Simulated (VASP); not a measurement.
# SnSe (Cmcm) in VASP: a series of runs

SnSe is run at these levels: PBE; tasks: single point.

Everything below comes from runs of VASP 6.6.1. Logs are shortened: lines on timing, memory, paths and dates and some standing lists are left out, and cuts for length are marked.

## 1. The cell of the first run

Symmetry: Cmcm, No. 63, orthorhombic system. Conventional cell: a = 4.508 Å, b = 11.442 Å, c = 4.035 Å, α = 90.00°, β = 90.00°, γ = 90.00°. Sn (site symmetry m2m) has 5 Se at 2.63 to 3.03 Å within 3.5 Å. Within 3.5 Å of Se (site symmetry m2m) lie 5 Sn at 2.63 to 3.03 Å.

## 2. Single point, PBE (strained)

Contents of INCAR:

```
PREC = Accurate ; ENCUT = 520
EDIFF = 1E-7 ; ISMEAR = 0
SIGMA = 0.02 ; LREAL = False
LASPH = True ; NELM = 80
ALGO = Normal ; ISIF = 2
LWAVE = False ; LCHARG = True
GGA = PE ; LELF = True
LVHAR = True ; NBANDS = 28
```

Contents of KPOINTS:

```
Automatic mesh
0
Gamma
  8 8 6
```

Contents of POSCAR:

```
SnSe
1.0
    2.2540869000     -5.7208187500      0.0000000000
    2.2540869000      5.7208187500      0.0000000000
    0.0000000000      0.0000000000      4.0349551000
Sn Se
2 2
Direct
    0.8728327874      0.1271672126      0.2500000000
    0.1271672126      0.8728327874      0.7500000000
    0.6429122897      0.3570877103      0.2500000000
    0.3570877103      0.6429122897      0.7500000000
```

Potentials or basis: VASP PAW PBE potentials, release 64 (Sn_d, Se).

Launch:

```console
$ cat potpaw_PBE.64/Sn_d/POTCAR potpaw_PBE.64/Se/POTCAR > POTCAR
$ mpirun -np 1 vasp_std > vasp.out
```

OUTCAR:

```text
PREC = Accurate
   ENCUT = 520
   EDIFF = 1E-7
   ISMEAR = 0
   LREAL = False
   LASPH = True
   NELM = 80
   ISIF = 2
   GGA = PE

 ion  position               nearest neighbor table
   1  0.873  0.127  0.250-   3 2.63   4 3.03   4 3.03   4 3.03   4 3.03   2 3.54   2 3.54
   2  0.127  0.873  0.750-   4 2.63   3 3.03   3 3.03   3 3.03   3 3.03   1 3.54   1 3.54
   3  0.643  0.357  0.250-   1 2.63   2 3.03   2 3.03   2 3.03   2 3.03
   4  0.357  0.643  0.750-   2 2.63   1 3.03   1 3.03   1 3.03   1 3.03

  LATTYP: Found a base centered orthorhombic cell.
 ALAT       =     4.5081738000
 B/A-ratio  =     2.5379761313
 C/A-ratio  =     0.8950309547

  Lattice vectors:

 A1 = (   2.2540869000,  -5.7208187500,   0.0000000000)
 A2 = (   2.2540869000,   5.7208187500,   0.0000000000)
 A3 = (   0.0000000000,   0.0000000000,   4.0349551000)

Analysis of symmetry for initial positions (statically):
=====================================================================
 Subroutine PRICEL returns:
 Original cell was already a primitive cell.

 Routine SETGRP: Setting up the symmetry group for a
 base centered orthorhombic supercell.

 Subroutine GETGRP returns: Found  8 space group operations
 (whereof  4 operations were pure point group operations)
 out of a pool of  8 trial point group operations.

The static configuration has the point symmetry C_2h.
 The point group associated with its full space group is D_2h.

Analysis of symmetry for dynamics (positions and initial velocities):
=====================================================================
 Subroutine PRICEL returns:
 Original cell was already a primitive cell.

 Routine SETGRP: Setting up the symmetry group for a
 base centered orthorhombic supercell.

 Subroutine GETGRP returns: Found  8 space group operations
 (whereof  4 operations were pure point group operations)
 out of a pool of  8 trial point group operations.

The dynamic configuration has the point symmetry C_2h.
 The point group associated with its full space group is D_2h.

 Subroutine INISYM returns: Found  8 space group operations
 (whereof  4 operations are pure point group operations),
 and found     1 'primitive' translations

----------------------------------------------------------------------------------------

                                     Primitive cell

  volume of cell :     104.0633

  direct lattice vectors                    reciprocal lattice vectors
     2.254086900 -5.720818750  0.000000000     0.221819310 -0.087400077  0.000000000
     2.254086900  5.720818750  0.000000000     0.221819310  0.087400077  0.000000000
     0.000000000  0.000000000  4.034955100     0.000000000  0.000000000  0.247834232

  length of vectors
     6.148875907  6.148875907  4.034955100     0.238416819  0.238416819  0.247834232

  position of ions in fractional coordinates (direct lattice)
     0.872832787  0.127167213  0.250000000
     0.127167213  0.872832787  0.750000000
     0.642912290  0.357087710  0.250000000
     0.357087710  0.642912290  0.750000000

  ion indices of the primitive-cell ions
   primitive index   ion index
                 1           1
                 2           2
                 3           3
                 4           4

----------------------------------------------------------------------------------------

 KPOINTS: Automatic mesh

Automatic generation of k-mesh.
 Grid dimensions read from file:
 generate k-points for:    8    8    6

 Generating k-lattice:

  Cartesian coordinates                     Fractional coordinates (reciprocal lattice)
     0.027727414 -0.010925010  0.000000000     0.125000000  0.000000000  0.000000000
     0.027727414  0.010925010  0.000000000     0.000000000  0.125000000  0.000000000
     0.000000000  0.000000000  0.041305705     0.000000000  0.000000000  0.166666667

  Length of vectors
     0.029802102  0.029802102  0.041305705

  Shift w.r.t. Gamma in fractional coordinates (k-lattice)
     0.000000000  0.000000000  0.000000000

 Subroutine IBZKPT returns following result:
 ===========================================

 Found     84 irreducible k-points:

 Following reciprocal coordinates:
            Coordinates               Weight
  0.000000  0.000000  0.000000      1.000000
  0.125000 -0.000000  0.000000      4.000000
  0.250000 -0.000000  0.000000      4.000000
  0.375000  0.000000  0.000000      4.000000
  0.500000 -0.000000  0.000000      2.000000
  0.125000  0.125000  0.000000      2.000000
[... 16 lines left out ...]
  0.125000 -0.000000  0.166667      8.000000
  0.250000 -0.000000  0.166667      8.000000
 [... further k-points ...]
   k-points           NKPTS =     84   k-points in BZ     NKDIM =     84   number of bands    NBANDS=     28
   number of dos      NEDOS =    301   number of ions     NIONS =      4
   total plane-waves  NPLWV =  69120
   dimension x,y,z NGX =    48 NGY =   48 NGZ =   30
   dimension x,y,z NGXF=    96 NGYF=   96 NGZF=   60
   ions per type =               2   2
   NGX,Y,Z   is equivalent  to a cutoff of  12.98, 12.98, 12.36 a.u.
   NGXF,Y,Z  is equivalent  to a cutoff of  25.96, 25.96, 24.72 a.u.
 SYSTEM =  unknown system
   PREC   = accura    normal or accurate (medium, high low for compatibility)
   ISTART =      0    job   : 0-new  1-cont  2-samecut
   ICHARG =      2    charge: 1-file 2-atom 10-const
   ISPIN  =      1    spin polarized calculation?
   LNONCOLLINEAR =      F non collinear calculations
   LSORBIT =      F    spin-orbit coupling
   LASPH  =      T    aspherical Exc in radial PAW
   ENCUT  =  520.0 eV  38.22 Ry    6.18 a.u.  11.43 11.43  7.50*2*pi/ulx,y,z
   NELM   =     80;   NELMIN=  2; NELMDL= -5     # of ELM steps
   EDIFF  = 0.1E-06   stopping-criterion for ELM
   LREAL  =      F    real-space projection
   EDIFFG = 0.1E-05   stopping-criterion for IOM
   NSW    =      0    number of steps for IOM
   IBRION =     -1    ionic relax: 0-MD 1-quasi-New 2-CG
   NFREE  =      0    steps in history (QN), initial steepest desc. (CG)
   ISIF   =      2    stress and relaxation
   ISYM   =      2    0-nonsym 1-usesym 2-fastsym
   POTIM  = 0.5000    time-step for ionic-motion
   TEBEG  =    0.0;   TEEND  =   0.0 temperature during run
   PSTRESS=    0.0 pullay stress
   NELECT =      40.0000    total number of electrons
   NUPDOWN=      -1.0000    fix difference up-down
   EMIN   =  10.00;   EMAX   =-10.00  energy-range for DOS
   EFERMI =   0.00;   METHOD = LEGACY
   ISMEAR =     0;   SIGMA  =   0.02  broadening in eV -4-tet -1-fermi 0-gaus
   EFERMI_NEDOS =   21; number of points for ismear=-14 and -15
   IALGO  =     38    algorithm
   IMIX   =      4    mixing-type and parameters
     AMIX     =   0.40;   BMIX     =  1.00
     AMIX_MAG =   1.60;   BMIX_MAG =  1.00
  volume/ion in A,a.u.               =      26.02       175.56
  Fermi-wavevector in a.u.,A,eV,Ry     =   1.190316  2.249371 19.277448  1.416852
  Thomas-Fermi vector in A             =   2.326404
   LORBIT       =      0    0 simple, 1 ext, 2 COOP (PROOUT), +10 PAW based schemes
   GGA     = PE    functional components
   LHFCALC =     F    Hartree Fock is set to
   AEXX    =    0.0000 exact exchange contribution
   IVDW    =     0    specifies the selected vdW correction
   LEPSILON=     F    determine dielectric tensor
   LRPA    =     F    only Hartree local field effects (RPA)
 non-spin polarized calculation
 Gauss-broadening in eV      SIGMA  =   0.02
  energy-cutoff  :      520.00
  volume of cell :      104.06
 maximum number of plane-waves:      2825
 NGX is ok and might be reduce to    48
   NGX = 23   NGY = 23   NGZ = 15

 number of electron      40.0000004 magnetization

 Free energy of the ion-electron system (eV)
  ---------------------------------------------------
  ext. energy  EPLUGINS =         0.00000000
  ---------------------------------------------------
  free energy    TOTEN  =       -16.22871451 eV

  energy without entropy =      -16.22859629  energy(sigma->0) =      -16.22865540

 E-fermi :   5.9726     XC(G=0):  -9.8373

 val. band max:        5.9725903931   @ k =   0.3750   0.2500   0.0000
 cond. band min:       6.0267311651   @ k =   0.0000   0.0000   0.5000
 fundamental gap:      0.0541407720
 Fermi energy:         5.9726128629

 k-point     1 :       0.0000    0.0000    0.0000
  band No.  band energies     occupation
      1     -15.6915      2.00000
      2     -15.6804      2.00000
      3     -15.6681      2.00000
      4     -15.6680      2.00000
      5     -15.6453      2.00000
      6     -15.6403      2.00000
[... 20 lines left out ...]
     27      11.6043      0.00000
     28      12.3773      0.00000

 k-point     2 :       0.1250   -0.0000    0.0000
  band No.  band energies     occupation
      1     -15.6907      2.00000
      2     -15.6799      2.00000
      3     -15.6702      2.00000
      4     -15.6676      2.00000
      5     -15.6442      2.00000
      6     -15.6387      2.00000
[... 20 lines left out ...]
     27      11.5939      0.00000
     28      12.3314      0.00000

 k-point     3 :       0.2500   -0.0000    0.0000
  band No.  band energies     occupation
      1     -15.6886      2.00000
      2     -15.6789      2.00000
      3     -15.6732      2.00000
      4     -15.6685      2.00000
      5     -15.6415      2.00000
      6     -15.6355      2.00000
[... 20 lines left out ...]
     27      11.5605      0.00000
     28      12.4470      0.00000

 k-point     4 :       0.3750    0.0000    0.0000
  band No.  band energies     occupation
      1     -15.6864      2.00000
      2     -15.6779      2.00000
      3     -15.6757      2.00000
      4     -15.6697      2.00000
      5     -15.6388      2.00000
      6     -15.6332      2.00000
[... 20 lines left out ...]
     27      12.1713      0.00000
     28      13.1053      0.00000

 k-point     5 :       0.5000   -0.0000    0.0000
  band No.  band energies     occupation
      1     -15.6854      2.00000
      2     -15.6775      2.00000
      3     -15.6767      2.00000
      4     -15.6703      2.00000
      5     -15.6377      2.00000
      6     -15.6325      2.00000
[... 20 lines left out ...]
     27      13.4872      0.00000
     28      13.6333      0.00000

 k-point     6 :       0.1250    0.1250    0.0000
  band No.  band energies     occupation
      1     -15.6892      2.00000
      2     -15.6784      2.00000
      3     -15.6722      2.00000
      4     -15.6694      2.00000
      5     -15.6427      2.00000
      6     -15.6323      2.00000
[... 463 lines left out ...]
      5     -15.6502      2.00000
      6     -15.6333      2.00000
[... 20 lines left out ...]
     27      11.7674      0.00000
     28      12.1229      0.00000

 k-point    22 :       0.0000    0.0000    0.1667
  band No.  band energies     occupation
      1     -15.6842      2.00000
      2     -15.6764      2.00000
      3     -15.6719      2.00000
      4     -15.6717      2.00000
      5     -15.6507      2.00000
      6     -15.6308      2.00000
[... 20 lines left out ...]
     27      11.4164      0.00000
     28      13.3265      0.00000

 k-point    23 :       0.1250   -0.0000    0.1667
  band No.  band energies     occupation
      1     -15.6836      2.00000
      2     -15.6759      2.00000
      3     -15.6740      2.00000
      4     -15.6716      2.00000
      5     -15.6495      2.00000
      6     -15.6306      2.00000
[... 20 lines left out ...]
     27      11.5437      0.00000
     28      12.8825      0.00000

 k-point    24 :       0.2500   -0.0000    0.1667
  band No.  band energies     occupation
      1     -15.6823      2.00000
      2     -15.6774      2.00000
      3     -15.6747      2.00000
      4     -15.6725      2.00000
      5     -15.6469      2.00000
      6     -15.6307      2.00000
[... 20 lines left out ...]
     27      12.1962      0.00000
     28      12.6769      0.00000

 [... further k-points ...]
[... 5 lines left out ...]
  --------------------------------------------------------------------------------------
  -------------------------------------------------------------------------------------
  Total       -0.2831007      4.0187872      2.2351443      0.0000000      0.0000000      0.0000000
  in kB       -4.3586692     61.8739798     34.4126879      0.0000000      0.0000000      0.0000000
  external PRESSURE =      30.6426662 kB  Pullay stress =       0.0000000 kB

 VOLUME and BASIS-vectors are now :
 -----------------------------------------------------------------------------
  energy-cutoff  :      520.00
  volume of cell :      104.06
      direct lattice vectors                 reciprocal lattice vectors
     2.254086900 -5.720818750  0.000000000     0.221819310 -0.087400077  0.000000000
     2.254086900  5.720818750  0.000000000     0.221819310  0.087400077  0.000000000
     0.000000000  0.000000000  4.034955100     0.000000000  0.000000000  0.247834232

 POSITION                                       TOTAL-FORCE (eV/Angst)
 -----------------------------------------------------------------------------------
      2.25409     -4.26582      1.00874         0.000000     -0.485953      0.000000
      2.25409      4.26582      3.02622         0.000000      0.485953     -0.000000
      2.25409     -1.63515      1.00874         0.000000      0.498147     -0.000000
      2.25409      1.63515      3.02622         0.000000     -0.498147     -0.000000
 -----------------------------------------------------------------------------------
    total drift:                               -0.000000     -0.000000      0.000000

  FREE ENERGIE OF THE ION-ELECTRON SYSTEM (eV)
  ---------------------------------------------------
  free  energy   TOTEN  =       -16.2287145140 eV

  energy  without entropy=      -16.2285962896  energy(sigma->0) =      -16.22865540
```

Wall time 6 min (1 thread of Intel Xeon 8259CL, shared host); peak memory 0.39 GiB.

Results:

```yaml
Free_energy: -16.2287 eV
Pressure: 3.1 GPa
Largest_force: 0.498 eV/Å
Band_gap_on_the_k_mesh: zero (band 20 reaches 5.97 eV, above the bottom of band 21 at 5.93 eV)
```

Forces in eV/Å, atoms in the order of the input:
```
Sn   0.000 -0.486  0.000
Sn   0.000  0.486  0.000
Se   0.000  0.498  0.000
Se   0.000 -0.498  0.000
```

Stress tensor (GPa, compression positive):
```
-0.44  0.00  0.00
 0.00  6.19  0.00
 0.00  0.00  3.44
```

Caveat: the cell differs from its parent crystal (strained); spin-orbit coupling is left out, which moves the levels of the heavy elements.

(Part 1 of 2 ends here.)
